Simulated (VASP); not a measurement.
# ZrO2 (Fm-3m) in VASP: further runs, part 3 of 3

VASP 6.6.1.

**5. Single point, r2SCAN (10.33 Å³/atom)**

This run uses another cell than the first one, of 10.33 Å³/atom.

Input file POSCAR:

```
ZrO2
1.0
    0.0000000000      2.4927660815      2.4927660815
    2.4927660815      0.0000000000      2.4927660815
    2.4927660815      2.4927660815      0.0000000000
Zr O
1 2
Direct
    0.0000000000      0.0000000000      0.0000000000
    0.2500000000      0.2500000000      0.2500000000
    0.7500000000      0.7500000000      0.7500000000
```

Input file INCAR.step1:

```
SYSTEM = ZrO2
PREC = Accurate
ENCUT = 660
ISMEAR = 0
SIGMA = 0.01
LREAL = .FALSE.
LASPH = .TRUE.
NELM = 120
NBANDS = 19
GGA = PE
ALGO = Normal
EDIFF = 1E-5
LWAVE = .TRUE.
LCHARG = .FALSE.
GGA_COMPAT = .FALSE.
```

Input file INCAR.step2:

```
SYSTEM = ZrO2
PREC = Accurate
ENCUT = 660
EDIFF = 1E-6
ISMEAR = 0
SIGMA = 0.01
LREAL = .FALSE.
LASPH = .TRUE.
NELM = 120
ALGO = Normal
ISIF = 2
LWAVE = .FALSE.
LCHARG = .TRUE.
METAGGA = R2SCAN
LMIXTAU = .TRUE.
LELF = .TRUE.
LVHAR = .TRUE.
NBANDS = 19
ISTART = 1
GGA_COMPAT = .FALSE.
```

Input file KPOINTS:

```
Automatic mesh
0
G
  8 8 8
  0 0 0
```

Potentials or basis: VASP PAW PBE potentials, release 64 (Zr_sv, O).

Command:

```bash
$ cat potpaw_PBE.64/Zr_sv/POTCAR potpaw_PBE.64/O/POTCAR > POTCAR
$ cp INCAR.step1 INCAR
$ mpirun -np 1 vasp_std > vasp.out
$ cp INCAR.step2 INCAR
$ mpirun -np 1 vasp_std > vasp.out
```

OUTCAR:

```text
SYSTEM = ZrO2
   PREC = Accurate
   ENCUT = 660
   EDIFF = 1E-6
   ISMEAR = 0
   LREAL = .FALSE.
   LASPH = .TRUE.
   NELM = 120
   ISIF = 2
   METAGGA = R2SCAN
   ISTART = 1

 ion  position               nearest neighbor table
   1  0.000  0.000  0.000-   3 2.16   3 2.16   3 2.16   2 2.16   3 2.16   2 2.16   2 2.16   2 2.16

   2  0.250  0.250  0.250-   1 2.16   1 2.16   1 2.16   1 2.16
   3  0.750  0.750  0.750-   1 2.16   1 2.16   1 2.16   1 2.16

  LATTYP: Found a face centered cubic cell.
 ALAT       =     4.9855321630

  Lattice vectors:

 A1 = (   0.0000000000,   2.4927660815,   2.4927660815)
 A2 = (   2.4927660815,   0.0000000000,   2.4927660815)
 A3 = (   2.4927660815,   2.4927660815,   0.0000000000)

Analysis of symmetry for initial positions (statically):
=====================================================================
 Subroutine PRICEL returns:
 Original cell was already a primitive cell.

 Routine SETGRP: Setting up the symmetry group for a
 face centered cubic supercell.

 Subroutine GETGRP returns: Found 48 space group operations
[... 164 lines left out ...]
  free energy    TOTEN  =       -45.75280375 eV

  energy without entropy =      -45.75280375  energy(sigma->0) =      -45.75280375

 E-fermi :   7.7425     XC(G=0): -12.8981

 val. band max:        7.6291162383   @ k =   0.5000   0.5000   0.0000
 cond. band min:      11.6890320117   @ k =   0.0000   0.0000   0.0000
 fundamental gap:      4.0599157735
 Fermi energy:         7.7424535488

 k-point     1 :       0.0000    0.0000    0.0000
  band No.  band energies     occupation
      1     -41.6484      2.00000
      2     -18.7474      2.00000
      3     -18.7474      2.00000
      4     -18.7474      2.00000
      5     -11.8648      2.00000
      6      -9.1087      2.00000
[... 505 lines left out ...]
      6      -9.5742      2.00000
[... 11 lines left out ...]
     18      19.2688      0.00000
     19      24.3379      0.00000

 [... further k-points ...]

------------------------ aborting loop because EDIFF is reached ----------------------------------------

  FORCE on cell =-STRESS in cart. coord.  units (eV):
  Direction    XX          YY          ZZ          XY          YZ          ZX
  --------------------------------------------------------------------------------------
  -------------------------------------------------------------------------------------
  Total        3.5164768      3.5164768      3.5164768     -0.0000000     -0.0000000      0.0000000
  in kB      181.8627518    181.8627518    181.8627518     -0.0000000     -0.0000000      0.0000000
  external PRESSURE =     181.8627518 kB  Pullay stress =       0.0000000 kB

 VOLUME and BASIS-vectors are now :
 -----------------------------------------------------------------------------
  energy-cutoff  :      660.00
  volume of cell :       30.98
      direct lattice vectors                 reciprocal lattice vectors
     0.000000000  2.492766082  2.492766082    -0.200580393  0.200580393  0.200580393
     2.492766082  0.000000000  2.492766082     0.200580393 -0.200580393  0.200580393
     2.492766082  2.492766082  0.000000000     0.200580393  0.200580393 -0.200580393

 POSITION                                       TOTAL-FORCE (eV/Angst)
 -----------------------------------------------------------------------------------
      0.00000      0.00000      0.00000         0.000000     -0.000000      0.000000
      1.24638      1.24638      1.24638         0.000000      0.000000      0.000000
      3.73915      3.73915      3.73915        -0.000000     -0.000000     -0.000000
 -----------------------------------------------------------------------------------
    total drift:                                0.000000     -0.000000      0.000000

  FREE ENERGIE OF THE ION-ELECTRON SYSTEM (eV)
  ---------------------------------------------------
  free  energy   TOTEN  =       -45.7528037533 eV

  energy  without entropy=      -45.7528037533  energy(sigma->0) =      -45.75280375
```

OUTCAR.step1:

```text
SYSTEM = ZrO2
   PREC = Accurate
   ENCUT = 660
   ISMEAR = 0
   LREAL = .FALSE.
   LASPH = .TRUE.
   NELM = 120
[... 753 lines left out ...]
      0.00000      0.00000      0.00000         0.000000     -0.000000      0.000000
      1.24638      1.24638      1.24638         0.000000      0.000000     -0.000000
      3.73915      3.73915      3.73915        -0.000000     -0.000000      0.000000
 -----------------------------------------------------------------------------------
    total drift:                                0.000000     -0.000000      0.000000

  FREE ENERGIE OF THE ION-ELECTRON SYSTEM (eV)
  ---------------------------------------------------
  free  energy   TOTEN  =       -28.4126024364 eV

  energy  without entropy=      -28.4126024364  energy(sigma->0) =      -28.41260244
```

It took 1.8 min on 1 thread of Intel Xeon 8259CL, shared host; peak memory 0.18 GiB.

Results:

```yaml
Free_energy: -45.7528 eV
Pressure: 18.2 GPa
Band_gap_on_the_k_mesh: 4.06 eV (least direct gap 4.52 eV)
```

Levels at points of the mesh, in eV from the valence-band top:
```
           k point  band 8  band 9  band 10  band 11  band 12  band 13  band 14  band 15  band 16  band 17
(0.00, 0.00, 0.00)   -5.70   -5.70    -0.57    -0.57    -0.57     4.06     4.06     7.66    10.78    10.78
(0.50, 0.00, 0.00)   -4.58   -2.70    -2.56    -1.72    -1.72     4.75     4.75     7.23     9.75     9.75
(0.50, 0.50, 0.00)   -3.32   -3.32    -1.62    -1.62     0.00     4.52     5.61     6.99     8.39     8.39
```

Caveat: the cell stands under pressure; the PAW data sets were made with another functional, which shifts forces and pressure a little.

**6. Single point, r2SCAN (10.66 Å³/atom)**

This run uses another cell than the first one, of 10.66 Å³/atom.

Input file POSCAR:

```
ZrO2
1.0
    0.0000000000      2.5190076529      2.5190076529
    2.5190076529      0.0000000000      2.5190076529
    2.5190076529      2.5190076529      0.0000000000
Zr O
1 2
Direct
    0.0000000000      0.0000000000      0.0000000000
    0.2500000000      0.2500000000      0.2500000000
    0.7500000000      0.7500000000      0.7500000000
```

Input file INCAR.step1:

```
SYSTEM = ZrO2
PREC = Accurate
ENCUT = 660
ISMEAR = 0
SIGMA = 0.01
LREAL = .False.
LASPH = .True.
NELM = 120
NBANDS = 19
GGA = PE
ALGO = Normal
EDIFF = 1E-5
LWAVE = .True.
LCHARG = .False.
GGA_COMPAT = .False.
```

Input file INCAR.step2:

```
SYSTEM = ZrO2
PREC = Accurate
ENCUT = 660
EDIFF = 1E-6
ISMEAR = 0
SIGMA = 0.01
LREAL = .False.
LASPH = .True.
NELM = 120
ALGO = Normal
ISIF = 2
LWAVE = .False.
LCHARG = .False.
METAGGA = R2SCAN
LMIXTAU = .True.
NBANDS = 19
ISTART = 1
GGA_COMPAT = .False.
```

Input file KPOINTS:

```
Automatic mesh
0
Gamma
  8 8 8
  0 0 0
```

Potentials or basis: VASP PAW PBE potentials, release 64 (Zr_sv, O).

Command:

```bash
$ cat potpaw_PBE.64/Zr_sv/POTCAR potpaw_PBE.64/O/POTCAR > POTCAR
$ cp INCAR.step1 INCAR
$ mpirun -np 1 vasp_std > vasp.out
$ cp INCAR.step2 INCAR
$ mpirun -np 1 vasp_std > vasp.out
```

Run time: 1.9 min. Hardware: 1 thread of Intel Xeon 8259CL, shared host; peak memory 0.18 GiB.

The run converged. Its results:

- Free energy: -45.8374 eV
- Pressure: 8.4 GPa
- Band gap on the k mesh: 3.97 eV (least direct gap 4.39 eV)

Levels at points of the mesh, in eV from the valence-band top:
```tsv
k point	band 10	band 11	band 12	band 13	band 14	band 15
(0.00, 0.00, 0.00)	-0.56	-0.56	-0.56	3.97	3.97	7.42
(0.50, 0.00, 0.00)	-2.53	-1.70	-1.70	4.62	4.62	6.92
(0.50, 0.50, 0.00)	-1.57	-1.57	0.00	4.39	5.43	6.68
```

Caveat: the cell stands under pressure; the PAW data sets were made with another functional, which shifts forces and pressure a little.

**7. Summary**

```tsv
level	cell	cutoff (eV)	gap on the mesh (eV)	pressure (GPa)
PBE	a = 3.617 Å, angles 60.0°, 3 atoms	600	3.31	0.1
PBE	a = 3.653 Å, angles 60.0°, 3 atoms	600	3.23	-6.5
PBE	a = 3.688 Å, angles 60.0°, 3 atoms	600	3.15	-12.1
r2SCAN	a = 3.525 Å, angles 60.0°, 3 atoms	660	4.06	18.2
r2SCAN	a = 3.562 Å, angles 60.0°, 3 atoms	660	3.97	8.4
```

Alike in all rows: task single point; potentials or basis VASP PAW PBE potentials, release 64 (Zr_sv, O); no spin polarisation; k mesh 8 × 8 × 8; smearing gaussian 0.01 eV.

Caveats: the cell stands under tension (at least some runs); the cell stands under pressure (at least some runs); the PAW data sets were made with another functional, which shifts forces and pressure a little (at least some runs).

Total energies depend on the potentials used, so only differences within one code and one set of settings carry meaning.
